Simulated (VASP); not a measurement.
# SiO2 (P4_12_12) in VASP: notebook

Runs on SiO2. Level: PBE. Tasks: single point.

All numbers are computed with VASP 6.6.1; they aren't measurements. Logs are shortened: lines on timing, memory, paths and dates and some standing lists are left out, and cuts for length are marked.

## Step 1: The cell of the first run

Symmetry: P4_12_12, No. 92, tetragonal system. The conventional cell has a = 5.084 Å, b = 5.084 Å, c = 7.101 Å, α = 90.00°, β = 90.00°, γ = 90.00°. Within 2.2 Å of Si (site symmetry 2) lie 4 O at 1.62 to 1.63 Å. Within 2.2 Å of O (site symmetry 1) lie 2 Si at 1.62 to 1.63 Å.

## Step 2: Single point, PBE

INCAR reads:

```
SYSTEM = SiO2
PREC     = Accurate       ! precision mode
ENCUT    = 520            ! plane-wave cutoff, eV
EDIFF    = 1E-6           ! SCF threshold, eV
ISMEAR   = 0              ! smearing method
SIGMA    = 0.02           ! smearing width, eV
LREAL    = .False.        ! projectors in reciprocal space
LASPH    = .True.         ! aspherical terms in the spheres
NELM     = 80             ! most SCF steps
ALGO     = Normal         ! electronic algorithm
ISIF     = 2              ! what is computed and relaxed
LWAVE    = .False.        ! write WAVECAR
LCHARG   = .False.        ! write CHGCAR
GGA      = PE             ! functional
NBANDS   = 44             ! bands
```

KPOINTS reads:

```
Automatic mesh
0
Gamma
  6 6 4
  0 0 0
```

POSCAR reads:

```
SiO2
1.0
    5.0837000502      0.0000000000      0.0000000000
    0.0000000000      5.0837000502      0.0000000000
    0.0000000000      0.0000000000      7.1008764821
Si O
4 8
Direct
    0.2938575658      0.2938575658      0.0000000000
    0.2061424342      0.7938575658      0.2500000000
    0.7061424342      0.7061424342      0.5000000000
    0.7938575658      0.2061424342      0.7500000000
    0.2411800967      0.0934526103      0.1742257708
    0.4065473897      0.7411800967      0.4242257708
    0.7588199033      0.9065473897      0.6742257708
    0.5934526103      0.2588199033      0.9242257708
    0.7411800967      0.4065473897      0.5757742292
    0.9065473897      0.7588199033      0.3257742292
    0.2588199033      0.5934526103      0.0757742292
    0.0934526103      0.2411800967      0.8257742292
```

Potentials or basis: VASP PAW PBE potentials, release 64 (Si, O).

Started as:

```sh
cat potpaw_PBE.64/Si/POTCAR potpaw_PBE.64/O/POTCAR > POTCAR
mpirun -np 1 vasp_std > vasp.out
```

OUTCAR:

```text
SYSTEM = SiO2
   PREC = Accurate
   ENCUT = 520
   EDIFF = 1E-6
   ISMEAR = 0
   LREAL = .False.
   LASPH = .True.
   NELM = 80
   ISIF = 2
   GGA = PE

 ion  position               nearest neighbor table
   1  0.294  0.294  0.000-   5 1.62  12 1.62  11 1.63   8 1.63   2 3.13   4 3.13   2 3.13   4 3.13

   2  0.206  0.794  0.250-   6 1.62  11 1.62  10 1.63   5 1.63   1 3.13   3 3.13   1 3.13   3 3.13

   3  0.706  0.706  0.500-   7 1.62  10 1.62   9 1.63   6 1.63   2 3.13   4 3.13   4 3.13   2 3.13

   4  0.794  0.206  0.750-   8 1.62   9 1.62   7 1.63  12 1.63   1 3.13   3 3.13   3 3.13   1 3.13

   5  0.241  0.093  0.174-   1 1.62   2 1.63
   6  0.407  0.741  0.424-   2 1.62   3 1.63
   7  0.759  0.907  0.674-   3 1.62   4 1.63
   8  0.593  0.259  0.924-   4 1.62   1 1.63
   9  0.741  0.407  0.576-   4 1.62   3 1.63
  10  0.907  0.759  0.326-   3 1.62   2 1.63
  11  0.259  0.593  0.076-   2 1.62   1 1.63
  12  0.093  0.241  0.826-   1 1.62   4 1.63

  LATTYP: Found a simple tetragonal cell.
 ALAT       =     5.0837000502
 C/A-ratio  =     1.3967929681

  Lattice vectors:

 A1 = (   5.0837000502,   0.0000000000,   0.0000000000)
 A2 = (   0.0000000000,   5.0837000502,   0.0000000000)
 A3 = (   0.0000000000,   0.0000000000,   7.1008764821)

Analysis of symmetry for initial positions (statically):
=====================================================================
 Subroutine PRICEL returns:
 Original cell was already a primitive cell.

 Routine SETGRP: Setting up the symmetry group for a
 simple tetragonal supercell.

 Subroutine GETGRP returns: Found  8 space group operations
 (whereof  2 operations were pure point group operations)
 out of a pool of 16 trial point group operations.

The static configuration has the point symmetry C_2 .
 The point group associated with its full space group is D_4 .

Analysis of symmetry for dynamics (positions and initial velocities):
=====================================================================
 Subroutine PRICEL returns:
 Original cell was already a primitive cell.

 Routine SETGRP: Setting up the symmetry group for a
 simple tetragonal supercell.

 Subroutine GETGRP returns: Found  8 space group operations
 (whereof  2 operations were pure point group operations)
 out of a pool of 16 trial point group operations.

The dynamic configuration has the point symmetry C_2 .
 The point group associated with its full space group is D_4 .

 Subroutine INISYM returns: Found  8 space group operations
 (whereof  2 operations are pure point group operations),
 and found     1 'primitive' translations

----------------------------------------------------------------------------------------

                                     Primitive cell

  volume of cell :     183.5151

  direct lattice vectors                    reciprocal lattice vectors
     5.083700050  0.000000000  0.000000000     0.196707121  0.000000000  0.000000000
     0.000000000  5.083700050  0.000000000     0.000000000  0.196707121  0.000000000
     0.000000000  0.000000000  7.100876482     0.000000000  0.000000000  0.140827686

  length of vectors
     5.083700050  5.083700050  7.100876482     0.196707121  0.196707121  0.140827686

  position of ions in fractional coordinates (direct lattice)
     0.293857566  0.293857566  0.000000000
     0.206142434  0.793857566  0.250000000
     0.706142434  0.706142434  0.500000000
     0.793857566  0.206142434  0.750000000
     0.241180097  0.093452610  0.174225771
     0.406547390  0.741180097  0.424225771
     0.758819903  0.906547390  0.674225771
     0.593452610  0.258819903  0.924225771
     0.741180097  0.406547390  0.575774229
     0.906547390  0.758819903  0.325774229
     0.258819903  0.593452610  0.075774229
     0.093452610  0.241180097  0.825774229

  ion indices of the primitive-cell ions
   primitive index   ion index
                 1           1
                 2           2
                 3           3
                 4           4
                 5           5
                 6           6
                 7           7
                 8           8
                 9           9
                10          10
                11          11
                12          12

----------------------------------------------------------------------------------------

 KPOINTS: Automatic mesh

Automatic generation of k-mesh.
 Grid dimensions read from file:
 generate k-points for:    6    6    4

 Generating k-lattice:

  Cartesian coordinates                     Fractional coordinates (reciprocal lattice)
     0.032784520  0.000000000  0.000000000     0.166666667  0.000000000  0.000000000
     0.000000000  0.032784520  0.000000000     0.000000000  0.166666667  0.000000000
     0.000000000  0.000000000  0.035206921     0.000000000  0.000000000  0.250000000

  Length of vectors
     0.032784520  0.032784520  0.035206921

  Shift w.r.t. Gamma in fractional coordinates (k-lattice)
     0.000000000  0.000000000  0.000000000

 Subroutine IBZKPT returns following result:
 ===========================================

 Found     30 irreducible k-points:

 Following reciprocal coordinates:
            Coordinates               Weight
  0.000000  0.000000  0.000000      1.000000
  0.166667  0.000000  0.000000      4.000000
  0.333333  0.000000  0.000000      4.000000
  0.500000  0.000000  0.000000      2.000000
  0.166667  0.166667  0.000000      4.000000
  0.333333  0.166667  0.000000      8.000000
[... 16 lines left out ...]
  0.333333  0.000000  0.500000      4.000000
  0.500000  0.000000  0.500000      2.000000
 [... further k-points ...]
   k-points           NKPTS =     30   k-points in BZ     NKDIM =     30   number of bands    NBANDS=     44
   number of dos      NEDOS =    301   number of ions     NIONS =     12
   total plane-waves  NPLWV =  86400
   dimension x,y,z NGX =    40 NGY =   40 NGZ =   54
   dimension x,y,z NGXF=    80 NGYF=   80 NGZF=  108
   ions per type =               4   8
   NGX,Y,Z   is equivalent  to a cutoff of  13.08, 13.08, 12.64 a.u.
   NGXF,Y,Z  is equivalent  to a cutoff of  26.16, 26.16, 25.28 a.u.
 SYSTEM =  SiO2
   PREC   = accura    normal or accurate (medium, high low for compatibility)
   ISTART =      0    job   : 0-new  1-cont  2-samecut
   ICHARG =      2    charge: 1-file 2-atom 10-const
   ISPIN  =      1    spin polarized calculation?
   LNONCOLLINEAR =      F non collinear calculations
   LSORBIT =      F    spin-orbit coupling
   LASPH  =      T    aspherical Exc in radial PAW
   ENCUT  =  520.0 eV  38.22 Ry    6.18 a.u.   9.45  9.45 13.20*2*pi/ulx,y,z
   NELM   =     80;   NELMIN=  2; NELMDL= -5     # of ELM steps
   EDIFF  = 0.1E-05   stopping-criterion for ELM
   LREAL  =      F    real-space projection
   EDIFFG = 0.1E-04   stopping-criterion for IOM
   NSW    =      0    number of steps for IOM
   IBRION =     -1    ionic relax: 0-MD 1-quasi-New 2-CG
   NFREE  =      0    steps in history (QN), initial steepest desc. (CG)
   ISIF   =      2    stress and relaxation
   ISYM   =      2    0-nonsym 1-usesym 2-fastsym
   POTIM  = 0.5000    time-step for ionic-motion
   TEBEG  =    0.0;   TEEND  =   0.0 temperature during run
   PSTRESS=    0.0 pullay stress
   NELECT =      64.0000    total number of electrons
   NUPDOWN=      -1.0000    fix difference up-down
   EMIN   =  10.00;   EMAX   =-10.00  energy-range for DOS
   EFERMI =   0.00;   METHOD = LEGACY
   ISMEAR =     0;   SIGMA  =   0.02  broadening in eV -4-tet -1-fermi 0-gaus
   EFERMI_NEDOS =   21; number of points for ismear=-14 and -15
   IALGO  =     38    algorithm
   IMIX   =      4    mixing-type and parameters
     AMIX     =   0.40;   BMIX     =  1.00
     AMIX_MAG =   1.60;   BMIX_MAG =  1.00
  volume/ion in A,a.u.               =      15.29       103.20
  Fermi-wavevector in a.u.,A,eV,Ry     =   1.152332  2.177591 18.066750  1.327869
  Thomas-Fermi vector in A             =   2.288984
   LORBIT       =      0    0 simple, 1 ext, 2 COOP (PROOUT), +10 PAW based schemes
   GGA     = PE    functional components
   LHFCALC =     F    Hartree Fock is set to
   AEXX    =    0.0000 exact exchange contribution
   IVDW    =     0    specifies the selected vdW correction
   LEPSILON=     F    determine dielectric tensor
   LRPA    =     F    only Hartree local field effects (RPA)
 non-spin polarized calculation
 Gauss-broadening in eV      SIGMA  =   0.02
  energy-cutoff  :      520.00
  volume of cell :      183.52
 maximum number of plane-waves:      4976
 NGX is ok and might be reduce to    40
   NGX = 19   NGY = 19   NGZ = 27

 number of electron      63.9999979 magnetization

 Free energy of the ion-electron system (eV)
  ---------------------------------------------------
  ext. energy  EPLUGINS =         0.00000000
  ---------------------------------------------------
  free energy    TOTEN  =       -94.95221507 eV

  energy without entropy =      -94.95221507  energy(sigma->0) =      -94.95221507

 E-fermi :  -0.1747     XC(G=0):  -8.0988

 val. band max:       -0.2972485591   @ k =   0.0000   0.0000   0.0000
 cond. band min:       5.2150212867   @ k =   0.0000   0.0000   0.0000
 fundamental gap:      5.5122698458
 Fermi energy:        -0.1747151998

 k-point     1 :       0.0000    0.0000    0.0000
  band No.  band energies     occupation
      1     -19.6164      2.00000
      2     -18.7559      2.00000
      3     -18.7559      2.00000
      4     -17.6326      2.00000
      5     -17.6044      2.00000
      6     -17.6033      2.00000
[... 36 lines left out ...]
     43      10.6872      0.00000
     44      10.8443      0.00000

 k-point     2 :       0.1667    0.0000    0.0000
  band No.  band energies     occupation
      1     -19.5622      2.00000
      2     -18.8143      2.00000
      3     -18.6904      2.00000
      4     -17.6852      2.00000
      5     -17.6357      2.00000
      6     -17.6148      2.00000
[... 36 lines left out ...]
     43      10.7956      0.00000
     44      11.1323      0.00000

 k-point     3 :       0.3333    0.0000    0.0000
  band No.  band energies     occupation
      1     -19.4106      2.00000
      2     -18.9760      2.00000
      3     -18.5041      2.00000
      4     -17.9284      2.00000
      5     -17.6422      2.00000
      6     -17.6355      2.00000
[... 36 lines left out ...]
     43      10.5458      0.00000
     44      10.7530      0.00000

 k-point     4 :       0.5000    0.0000    0.0000
  band No.  band energies     occupation
      1     -19.1963      2.00000
      2     -19.1963      2.00000
      3     -18.2302      2.00000
      4     -18.2302      2.00000
      5     -17.6450      2.00000
      6     -17.6450      2.00000
[... 882 lines left out ...]
     43      10.6466      0.00000
     44      10.6466      0.00000

 k-point    23 :       0.3333    0.0000    0.5000
  band No.  band energies     occupation
      1     -19.2478      2.00000
      2     -19.2478      2.00000
      3     -18.1748      2.00000
      4     -18.1748      2.00000
      5     -17.6267      2.00000
      6     -17.6267      2.00000
[... 36 lines left out ...]
     43      10.9120      0.00000
     44      10.9127      0.00000

 k-point    24 :       0.5000    0.0000    0.5000
  band No.  band energies     occupation
      1     -19.1919      2.00000
      2     -19.1919      2.00000
      3     -18.2458      2.00000
      4     -18.2458      2.00000
      5     -17.6332      2.00000
      6     -17.6332      2.00000
[... 36 lines left out ...]
     43      11.0133      0.00000
     44      11.0153      0.00000

 [... further k-points ...]

------------------------ aborting loop because EDIFF is reached ----------------------------------------

  FORCE on cell =-STRESS in cart. coord.  units (eV):
  Direction    XX          YY          ZZ          XY          YZ          ZX
  --------------------------------------------------------------------------------------
  -------------------------------------------------------------------------------------
  Total        0.1065045      0.1065045      0.0424927      0.0000000      0.0000000     -0.0000000
  in kB        0.9298367      0.9298367      0.3709820      0.0000000      0.0000000     -0.0000000
  external PRESSURE =       0.7435518 kB  Pullay stress =       0.0000000 kB

 VOLUME and BASIS-vectors are now :
 -----------------------------------------------------------------------------
  energy-cutoff  :      520.00
  volume of cell :      183.52
      direct lattice vectors                 reciprocal lattice vectors
     5.083700050  0.000000000  0.000000000     0.196707121  0.000000000  0.000000000
     0.000000000  5.083700050  0.000000000     0.000000000  0.196707121  0.000000000
     0.000000000  0.000000000  7.100876482     0.000000000  0.000000000  0.140827686

 POSITION                                       TOTAL-FORCE (eV/Angst)
 -----------------------------------------------------------------------------------
      1.49388      1.49388      0.00000         0.013023      0.013023      0.000000
      1.04797      4.03573      1.77522        -0.013023      0.013023      0.000000
      3.58982      3.58982      3.55044        -0.013023     -0.013023      0.000000
      4.03573      1.04797      5.32566         0.013023     -0.013023      0.000000
      1.22609      0.47509      1.23716         0.000963      0.000136     -0.009069
      2.06676      3.76794      3.01237        -0.000136      0.000963     -0.009069
      3.85761      4.60862      4.78759        -0.000963     -0.000136     -0.009069
      3.01694      1.31576      6.56281         0.000136     -0.000963     -0.009069
      3.76794      2.06676      4.08850         0.000963     -0.000136      0.009069
      4.60862      3.85761      2.31328        -0.000136     -0.000963      0.009069
      1.31576      3.01694      0.53806        -0.000963      0.000136      0.009069
      0.47509      1.22609      5.86372         0.000136      0.000963      0.009069
 -----------------------------------------------------------------------------------
    total drift:                                0.000000     -0.000000     -0.000000

  FREE ENERGIE OF THE ION-ELECTRON SYSTEM (eV)
  ---------------------------------------------------
  free  energy   TOTEN  =       -94.9522150684 eV

  energy  without entropy=      -94.9522150684  energy(sigma->0) =      -94.95221507
```

It took 2.3 min on 1 thread of Intel Xeon Platinum 8488C (Sapphire Rapids), shared host; peak memory 0.37 GiB.

Results:

| Item | Value |
| --- | --- |
| Free energy | -94.9522 eV |
| Pressure | 0.1 GPa |
| Largest force | 0.018 eV/Å |
| Band gap on the k mesh | 5.51 eV |

Forces in eV/Å, atoms in the order of the input:
```
Si   0.013  0.013  0.000
Si  -0.013  0.013  0.000
Si  -0.013 -0.013  0.000
Si   0.013 -0.013  0.000
O    0.001  0.000 -0.009
O    0.000  0.001 -0.009
O   -0.001  0.000 -0.009
O    0.000 -0.001 -0.009
O    0.001  0.000  0.009
O    0.000 -0.001  0.009
O   -0.001  0.000  0.009
O    0.000  0.001  0.009
```

## Step 3: Single point, PBE (15.75 Å³/atom)

This run uses another cell than the first one, of 15.75 Å³/atom.

INCAR reads:

```
SYSTEM = SiO2
PREC = Accurate ; ENCUT = 520
EDIFF = 1E-7 ; ISMEAR = 0
SIGMA = 0.02 ; LREAL = .FALSE.
LASPH = .TRUE. ; NELM = 60
ALGO = Normal ; ISIF = 2
LWAVE = .FALSE. ; LCHARG = .FALSE.
GGA = PE ; NBANDS = 44
```

KPOINTS reads:

```
Automatic mesh
0
G
  6 6 4
  0 0 0
```

POSCAR reads:

```
SiO2
1.0
    5.1290913673      0.0000000000      0.0000000000
    0.0000000000      5.1290913673      0.0000000000
    0.0000000000      0.0000000000      7.1850227671
Si O
4 8
Direct
    0.2883800739      0.2883800739      0.0000000000
    0.2116199261      0.7883800739      0.2500000000
    0.7116199261      0.7116199261      0.5000000000
    0.7883800739      0.2116199261      0.7500000000
    0.2433112736      0.0822202200      0.1685883120
    0.4177797800      0.7433112736      0.4185883120
    0.7566887264      0.9177797800      0.6685883120
    0.5822202200      0.2566887264      0.9185883120
    0.7433112736      0.4177797800      0.5814116880
    0.9177797800      0.7566887264      0.3314116880
    0.2566887264      0.5822202200      0.0814116880
    0.0822202200      0.2433112736      0.8314116880
```

Potentials or basis: VASP PAW PBE potentials, release 64 (Si, O).

Started as:

```sh
cat potpaw_PBE.64/Si/POTCAR potpaw_PBE.64/O/POTCAR > POTCAR
mpirun -np 1 vasp_std > vasp.out
```

It took 2.5 min on 1 thread of Intel Xeon Platinum 8488C (Sapphire Rapids), shared host; peak memory 0.38 GiB.

It converged, with:

* Free energy: -94.9533 eV
* Pressure: -0.4 GPa
* Largest force: 0.012 eV/Å
* Band gap on the k mesh: 5.47 eV

Forces on the atoms (eV/Å):
```
Si   0.008  0.008  0.000
Si  -0.008  0.008  0.000
Si  -0.008 -0.008  0.000
Si   0.008 -0.008  0.000
O   -0.006  0.001 -0.011
O   -0.001 -0.006 -0.011
O    0.006 -0.001 -0.011
O    0.001  0.006 -0.011
O   -0.006 -0.001  0.011
O   -0.001  0.006  0.011
O    0.006  0.001  0.011
O    0.001 -0.006  0.011
```

Levels at points of the mesh, in eV from the valence-band top:
| k point | band 30 | band 31 | band 32 | band 33 | band 34 | band 35 |
| --- | --- | --- | --- | --- | --- | --- |
| (0.00, 0.00, 0.00) | -0.20 | -0.20 | 0.00 | 5.47 | 8.60 | 8.60 |
| (0.50, 0.00, 0.00) | -0.64 | -0.41 | -0.41 | 7.40 | 7.40 | 9.07 |
| (0.50, 0.50, 0.00) | -0.60 | -0.57 | -0.57 | 8.43 | 8.43 | 8.51 |
| (0.00, 0.00, 0.50) | -0.47 | -0.40 | -0.40 | 6.62 | 6.62 | 9.17 |
| (0.50, 0.00, 0.50) | -0.93 | -0.13 | -0.13 | 7.62 | 7.62 | 8.57 |
| (0.50, 0.50, 0.50) | -0.67 | -0.67 | -0.67 | 8.96 | 8.96 | 8.96 |
